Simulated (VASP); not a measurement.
Here is a VASP 6.6.1 calculation.

INCAR

```
SYSTEM = Lu
PREC = Accurate ; ENCUT = 520
EDIFF = 1E-6 ; ISMEAR = -1
SIGMA = 0.1 ; LREAL = .False.
LASPH = .True. ; NELM = 100
ALGO = Normal ; ISIF = 2
LWAVE = .False. ; LCHARG = .False.
GGA = RP ; NBANDS = 18
```

File KPOINTS:

```
regular mesh
0
Gamma
  12 12 12
  0 0 0
```

The input POSCAR:

```
Lu
1.0
    0.0000000000      2.4825233809      2.4825233809
    2.4825233809      0.0000000000      2.4825233809
    2.4825233809      2.4825233809      0.0000000000
Lu
1
Direct
    0.0000000000      0.0000000000      0.0000000000
```

Potentials or basis: VASP PAW PBE potentials, release 64 (Lu).

Command:

```bash
$ cat potpaw_PBE.64/Lu/POTCAR > POTCAR
$ mpirun -np 1 vasp_std > vasp.out
```

Problem. What does it give for the band gap on the k mesh?

Solution. Zero (an odd number of electrons rules out a gap without spin polarisation).

Problem. Predict the pressure.

Solution. 0.1 GPa.

Caveat: the PAW data sets were made with another functional, which shifts forces and pressure a little; spin-orbit coupling is left out, which moves the levels of the heavy elements.
